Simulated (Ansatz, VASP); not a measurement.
**Al2Cu: VASP beside Ansatz**

```
Al Cu
1.0
     4.82785    0.00000    0.00000
    -2.41392    4.23776    0.00000
     2.41392    0.00000    4.23776
Al Cu
4 2
Direct
  0.34068 0.50000 0.81864
  0.15932 0.81864 0.50000
  0.65932 0.50000 0.18136
  0.84068 0.18136 0.50000
  0.25000 0.00000 0.00000
  0.75000 0.00000 0.00000
```

Alike in both runs: task single point; functional PBEsol; k mesh 8 × 8 × 8; occupations gaussian, width 0.1 eV; no spin polarisation.

```csv
,VASP,Ansatz
version,VASP 6.6.1,Ansatz 0.2.0
potentials or method,"VASP PAW PBE potentials, release 64 (Al, Cu), cutoff 520 eV","scalar-relativistic, plane waves, PAW"
valence electrons in the cell,34,50
```

|  | VASP | Ansatz | Ansatz less VASP |
| --- | --- | --- | --- |
| gap on the k mesh at the Fermi level (eV) | none | none | - |
| pressure (GPa) | 0.3 | 0.0 | -0.25 |
| traceless stress, the component that is largest in VASP (GPa) | -1.57 | -1.61 | -0.039 |
| rms of the force components (eV/Å) | 0.010 | 0.008 | -0.0013 |

VASP's potentials were made for PBE, not for PBEsol. Atom by atom the forces differ by 0.001 eV/Å (rms over components). A gap of «none» marks a metal or a gap that the smearing closes. VASP's potentials hold 34 valence electrons a cell and Ansatz's 50, so a difference there can come from the potentials and not from the codes.
